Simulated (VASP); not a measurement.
# P (P2/m) in VASP: notebook

P is run at these levels: PBEsol; tasks: single point.

Everything below comes from runs of VASP 6.6.1. Logs are shortened: lines on timing, memory, paths and dates and some standing lists are left out, and cuts for length are marked.

**1. The cell of the first run**

Symmetry: P2/m, No. 10, monoclinic system. Conventional cell: a = 2.435 Å, b = 2.435 Å, c = 9.614 Å, α = 90.00°, β = 94.35°, γ = 90.00°. Within 3.2 Å of P (site symmetry m) lie 7 P at 2.40 to 2.94 Å. Within 3.2 Å of P (site symmetry m) lie 6 P at 2.40 to 2.43 Å.

**2. Single point, PBEsol (the part above a cut slid along it)**

Contents of INCAR:

```
  ALGO = Normal
  EDIFF = 1E-6
  ENCUT = 520
  GGA = PS
  ISIF = 2
  ISMEAR = 0
  LASPH = T
  LCHARG = F
  LREAL = F
  LWAVE = F
  NBANDS = 18
  NELM = 100
  PREC = Accurate
  SIGMA = 0.15
```

Contents of KPOINTS:

```
k-points
0
Gamma
  24 24 6
```

Contents of POSCAR:

```
P
1.0
   -2.4347371633      0.0000000000     -0.0052449062
    0.0000000000     -2.4346254889      0.0000000000
   -0.7502255631      0.0000000000      9.5843216336
P
4
Direct
    0.7375000000      0.0000000000      0.8750000000
    0.8875000000      0.0000000000      0.3750000000
   -0.0375000000      0.0000000000      0.1250000000
   -0.1875000000      0.0000000000      0.6250000000
```

Potentials or basis: VASP PAW PBE potentials, release 64 (P).

Command:

```
cat potpaw_PBE.64/P/POTCAR > POTCAR
mpirun -np 1 vasp_std > vasp.out
```

OUTCAR:

```text
EDIFF = 1E-6
   ENCUT = 520
   GGA = PS
   ISIF = 2
   ISMEAR = 0
   LASPH = T
   LREAL = F
   NELM = 100
   PREC = Accurate

 ion  position               nearest neighbor table
   1  0.737  0.000  0.875-   4 2.40   3 2.51   3 2.94
   2  0.888  0.000  0.375-   4 2.40   3 2.40
   3  0.962  0.000  0.125-   2 2.40   1 2.51   1 2.94
   4  0.812  0.000  0.625-   1 2.40   2 2.40

  LATTYP: Found a simple monoclinic cell.
 ALAT       =     2.4347428126
 B/A-ratio  =     0.9999518127
 C/A-ratio  =     3.9485235144
 COS(beta)  =    -0.0758898190

  Lattice vectors:

 A1 = (  -2.4347371633,   0.0000000000,  -0.0052449062)
 A2 = (   0.0000000000,   2.4346254889,   0.0000000000)
 A3 = (   0.7502255631,   0.0000000000,  -9.5843216336)

Analysis of symmetry for initial positions (statically):
=====================================================================
 Subroutine PRICEL returns:
 Original cell was already a primitive cell.

 Routine SETGRP: Setting up the symmetry group for a
 simple monoclinic supercell.

 Subroutine GETGRP returns: Found  4 space group operations
 (whereof  2 operations were pure point group operations)
 out of a pool of  4 trial point group operations.

The static configuration has the point symmetry C_1h.
 The point group associated with its full space group is C_2h.

Analysis of symmetry for dynamics (positions and initial velocities):
=====================================================================
 Subroutine PRICEL returns:
 Original cell was already a primitive cell.

 Routine SETGRP: Setting up the symmetry group for a
 simple monoclinic supercell.

 Subroutine GETGRP returns: Found  4 space group operations
 (whereof  2 operations were pure point group operations)
 out of a pool of  4 trial point group operations.

The dynamic configuration has the point symmetry C_1h.
 The point group associated with its full space group is C_2h.

 Subroutine INISYM returns: Found  4 space group operations
 (whereof  2 operations are pure point group operations),
 and found     1 'primitive' translations

----------------------------------------------------------------------------------------

                                     Primitive cell

  volume of cell :      56.8223

  direct lattice vectors                    reciprocal lattice vectors
    -2.434737163  0.000000000 -0.005244906    -0.410652706  0.000000000 -0.032144388
     0.000000000 -2.434625489  0.000000000     0.000000000 -0.410740791  0.000000000
    -0.750225563  0.000000000  9.584321634    -0.000224725  0.000000000  0.104319475

  length of vectors
     2.434742813  2.434625489  9.613639247     0.411908858  0.410740791  0.104319718

  position of ions in fractional coordinates (direct lattice)
     0.737500000  0.000000000  0.875000000
     0.887500000  0.000000000  0.375000000
     0.962500000  0.000000000  0.125000000
     0.812500000  0.000000000  0.625000000

  ion indices of the primitive-cell ions
   primitive index   ion index
                 1           1
                 2           2
                 3           3
                 4           4

----------------------------------------------------------------------------------------

 KPOINTS: k-points

Automatic generation of k-mesh.
 Grid dimensions read from file:
 generate k-points for:   24   24    6

 Generating k-lattice:

  Cartesian coordinates                     Fractional coordinates (reciprocal lattice)
    -0.017110529  0.000000000 -0.001339350     0.041666667  0.000000000  0.000000000
     0.000000000 -0.017114200  0.000000000     0.000000000  0.041666667  0.000000000
    -0.000037454  0.000000000  0.017386579     0.000000000  0.000000000  0.166666667

  Length of vectors
     0.017162869  0.017114200  0.017386620

  Shift w.r.t. Gamma in fractional coordinates (k-lattice)
     0.000000000  0.000000000  0.000000000

 Subroutine IBZKPT returns following result:
 ===========================================

 Found    962 irreducible k-points:

 Following reciprocal coordinates:
            Coordinates               Weight
  0.000000  0.000000  0.000000      1.000000
  0.041667  0.000000  0.000000      2.000000
  0.083333  0.000000  0.000000      2.000000
  0.125000  0.000000  0.000000      2.000000
  0.166667  0.000000 -0.000000      2.000000
  0.208333  0.000000  0.000000      2.000000
[... 16 lines left out ...]
  0.375000  0.041667 -0.000000      4.000000
  0.416667  0.041667  0.000000      4.000000
 [... further k-points ...]
   k-points           NKPTS =    962   k-points in BZ     NKDIM =    962   number of bands    NBANDS=     18
   number of dos      NEDOS =    301   number of ions     NIONS =      4
   total plane-waves  NPLWV =  23328
   dimension x,y,z NGX =    18 NGY =   18 NGZ =   72
   dimension x,y,z NGXF=    36 NGYF=   36 NGZF=  144
   ions per type =               4
   NGX,Y,Z   is equivalent  to a cutoff of  12.29, 12.29, 12.45 a.u.
   NGXF,Y,Z  is equivalent  to a cutoff of  24.58, 24.58, 24.90 a.u.
 SYSTEM =  unknown system
   PREC   = accura    normal or accurate (medium, high low for compatibility)
   ISTART =      0    job   : 0-new  1-cont  2-samecut
   ICHARG =      2    charge: 1-file 2-atom 10-const
   ISPIN  =      1    spin polarized calculation?
   LNONCOLLINEAR =      F non collinear calculations
   LSORBIT =      F    spin-orbit coupling
   LASPH  =      T    aspherical Exc in radial PAW
   ENCUT  =  520.0 eV  38.22 Ry    6.18 a.u.   4.53  4.53 17.87*2*pi/ulx,y,z
   NELM   =    100;   NELMIN=  2; NELMDL= -5     # of ELM steps
   EDIFF  = 0.1E-05   stopping-criterion for ELM
   LREAL  =      F    real-space projection
[... 7 lines left out ...]
   TEBEG  =    0.0;   TEEND  =   0.0 temperature during run
   PSTRESS=    0.0 pullay stress
   NELECT =      20.0000    total number of electrons
   NUPDOWN=      -1.0000    fix difference up-down
   EMIN   =  10.00;   EMAX   =-10.00  energy-range for DOS
   EFERMI =   0.00;   METHOD = LEGACY
   ISMEAR =     0;   SIGMA  =   0.15  broadening in eV -4-tet -1-fermi 0-gaus
   EFERMI_NEDOS =   21; number of points for ismear=-14 and -15
   IALGO  =     38    algorithm
   IMIX   =      4    mixing-type and parameters
     AMIX     =   0.40;   BMIX     =  1.00
     AMIX_MAG =   1.60;   BMIX_MAG =  1.00
  volume/ion in A,a.u.               =      14.21        95.86
  Fermi-wavevector in a.u.,A,eV,Ry     =   1.155878  2.184292 18.178108  1.336053
  Thomas-Fermi vector in A             =   2.292503
   LORBIT       =      0    0 simple, 1 ext, 2 COOP (PROOUT), +10 PAW based schemes
   GGA     = PS    functional components
   LHFCALC =     F    Hartree Fock is set to
   AEXX    =    0.0000 exact exchange contribution
   IVDW    =     0    specifies the selected vdW correction
   LEPSILON=     F    determine dielectric tensor
   LRPA    =     F    only Hartree local field effects (RPA)
 non-spin polarized calculation
 Gauss-broadening in eV      SIGMA  =   0.15
  energy-cutoff  :      520.00
  volume of cell :       56.82
 maximum number of plane-waves:      1565
   NGX =  9   NGY =  9   NGZ = 35

 number of electron      19.9999995 magnetization

 Free energy of the ion-electron system (eV)
  ---------------------------------------------------
  ext. energy  EPLUGINS =         0.00000000
  ---------------------------------------------------
  free energy    TOTEN  =       -22.86381592 eV

  energy without entropy =      -22.84900341  energy(sigma->0) =      -22.85640967

 E-fermi :   9.9821     XC(G=0): -11.4961

 val. band max:        9.9816261567   @ k =   0.2500   0.4167   0.3333
 cond. band min:       9.9863614942   @ k =   0.2083   0.2917   0.5000
 fundamental gap:      0.0047353375
 Fermi energy:         9.9820943295

 k-point     1 :       0.0000    0.0000    0.0000
  band No.  band energies     occupation
      1      -6.8053      2.00000
      2      -5.3437      2.00000
      3      -5.3157      2.00000
      4      -2.1435      2.00000
      5       1.0547      2.00000
      6       6.9451      2.00000
[... 10 lines left out ...]
     17      17.4192      0.00000
     18      17.6888      0.00000

 k-point     2 :       0.0417    0.0000    0.0000
  band No.  band energies     occupation
      1      -6.7649      2.00000
      2      -5.3275      2.00000
      3      -5.2517      2.00000
      4      -2.1049      2.00000
      5       1.0933      2.00000
      6       6.9207      2.00000
[... 10 lines left out ...]
     17      17.8275      0.00000
     18      17.9787      0.00000

 k-point     3 :       0.0833    0.0000    0.0000
  band No.  band energies     occupation
      1      -6.6439      2.00000
      2      -5.2409      2.00000
      3      -5.0975      2.00000
      4      -1.9894      2.00000
      5       1.2087      2.00000
      6       6.9288      2.00000
[... 10 lines left out ...]
     17      18.0595      0.00000
     18      19.0462      0.00000

 k-point     4 :       0.1250    0.0000    0.0000
  band No.  band energies     occupation
      1      -6.4428      2.00000
      2      -5.0755      2.00000
      3      -4.8631      2.00000
      4      -1.7973      2.00000
      5       1.3997      2.00000
      6       6.9954      2.00000
[... 10 lines left out ...]
     17      18.2009      0.00000
     18      19.8541      0.00000

 k-point     5 :       0.1667    0.0000   -0.0000
  band No.  band energies     occupation
      1      -6.1626      2.00000
      2      -4.8313      2.00000
      3      -4.5503      2.00000
      4      -1.5295      2.00000
      5       1.6639      2.00000
      6       7.1124      2.00000
[... 10 lines left out ...]
     17      18.3954      0.00000
     18      19.1461      0.00000

 k-point     6 :       0.2083    0.0000    0.0000
  band No.  band energies     occupation
      1      -5.8051      2.00000
      2      -4.5097      2.00000
      3      -4.1611      2.00000
      4      -1.1872      2.00000
      5       1.9975      2.00000
      6       7.2339      2.00000
[... 10 lines left out ...]
     17      17.7705      0.00000
     18      18.6388      0.00000

 k-point     7 :       0.2500    0.0000    0.0000
  band No.  band energies     occupation
      1      -5.3729      2.00000
      2      -4.1132      2.00000
      3      -3.6985      2.00000
      4      -0.7727      2.00000
      5       2.3935      2.00000
      6       6.7290      2.00000
[... 10 lines left out ...]
     17      17.9465      0.00000
     18      18.9247      0.00000

 k-point     8 :       0.2917    0.0000    0.0000
  band No.  band energies     occupation
      1      -4.8706      2.00000
      2      -3.6455      2.00000
      3      -3.1679      2.00000
      4      -0.2895      2.00000
      5       2.8391      2.00000
      6       5.4136      2.00000
[... 10 lines left out ...]
     17      17.8649      0.00000
     18      18.8007      0.00000
[... 229 lines left out ...]
     17      18.2186      0.00000
     18      18.3534      0.00000

 k-point    20 :       0.2500    0.0417    0.0000
  band No.  band energies     occupation
      1      -5.3331      2.00000
      2      -4.0736      2.00000
      3      -3.6589      2.00000
      4      -0.7329      2.00000
      5       2.4294      2.00000
      6       6.7624      2.00000
[... 10 lines left out ...]
     17      18.4407      0.00000
     18      18.6070      0.00000

 k-point    21 :       0.2917    0.0417    0.0000
  band No.  band energies     occupation
      1      -4.8308      2.00000
      2      -3.6059      2.00000
      3      -3.1284      2.00000
      4      -0.2499      2.00000
      5       2.8747      2.00000
      6       5.4483      2.00000
[... 10 lines left out ...]
     17      18.1804      0.00000
     18      18.8535      0.00000

 k-point    22 :       0.3333    0.0417    0.0000
  band No.  band energies     occupation
      1      -4.2664      2.00000
      2      -3.0742      2.00000
      3      -2.5395      2.00000
      4       0.2945      2.00000
      5       3.3402      2.00000
      6       4.2187      2.00000
[... 10 lines left out ...]
     17      17.6794      0.00000
     18      19.1824      0.00000

 k-point    23 :       0.3750    0.0417   -0.0000
  band No.  band energies     occupation
      1      -3.6562      2.00000
      2      -2.4919      2.00000
      3      -1.9124      2.00000
      4       0.8812      2.00000
      5       3.1021      2.00000
      6       3.6517      2.00000
[... 10 lines left out ...]
     17      17.9050      0.00000
     18      19.3809      0.00000

 k-point    24 :       0.4167    0.0417    0.0000
  band No.  band energies     occupation
      1      -3.0367      2.00000
      2      -1.8893      2.00000
      3      -1.2962      2.00000
      4       1.4201      2.00000
      5       2.1910      2.00000
      6       2.9827      2.00000
[... 10 lines left out ...]
     17      18.2574      0.00000
     18      19.0808      0.00000

 [... further k-points ...]

------------------------ aborting loop because EDIFF is reached ----------------------------------------

  FORCE on cell =-STRESS in cart. coord.  units (eV):
  Direction    XX          YY          ZZ          XY          YZ          ZX
  --------------------------------------------------------------------------------------
  -------------------------------------------------------------------------------------
  Total       -0.1686274     -0.4149676      0.8171609      0.0000000      0.0000000      1.3243205
  in kB       -4.7546632    -11.7005413     23.0408924      0.0000000      0.0000000     37.3409049
  external PRESSURE =       2.1952293 kB  Pullay stress =       0.0000000 kB

 VOLUME and BASIS-vectors are now :
 -----------------------------------------------------------------------------
  energy-cutoff  :      520.00
  volume of cell :       56.82
      direct lattice vectors                 reciprocal lattice vectors
    -2.434737163  0.000000000 -0.005244906    -0.410652706  0.000000000 -0.032144388
     0.000000000 -2.434625489  0.000000000     0.000000000 -0.410740791  0.000000000
    -0.750225563  0.000000000  9.584321634    -0.000224725  0.000000000  0.104319475

 POSITION                                       TOTAL-FORCE (eV/Angst)
 -----------------------------------------------------------------------------------
     -2.45207      0.00000      8.38241        -0.452381      0.000000     -0.278323
     -2.44216      0.00000      3.58947         0.035795      0.000000     -0.221091
     -2.43721      0.00000      1.19299         0.452381      0.000000      0.278323
     -2.44711      0.00000      5.98594        -0.035795      0.000000      0.221091
 -----------------------------------------------------------------------------------
    total drift:                               -0.000002     -0.000000     -0.000000

  FREE ENERGIE OF THE ION-ELECTRON SYSTEM (eV)
  ---------------------------------------------------
  free  energy   TOTEN  =       -22.8638159244 eV

  energy  without entropy=      -22.8490034081  energy(sigma->0) =      -22.85640967
```

Wall time 18 min (1 thread of Intel Xeon 8259CL, shared host); peak memory 0.7 GiB.

Results:

```
Free energy            : -22.8638 eV
Pressure               : 0.2 GPa
Largest force          : 0.531 eV/Å
Band gap on the k mesh : zero (bands 10 and 11 overlap by 8.31 eV)
```

Forces in eV/Å, atoms in the order of the input:
```
P   -0.452  0.000 -0.278
P    0.036  0.000 -0.221
P    0.452  0.000  0.278
P   -0.036  0.000  0.221
```

Caveat: the cell differs from its parent crystal (the part above a cut slid along it); the PAW data sets were made with another functional, which shifts forces and pressure a little.

(Continued in part 2 of 2.)
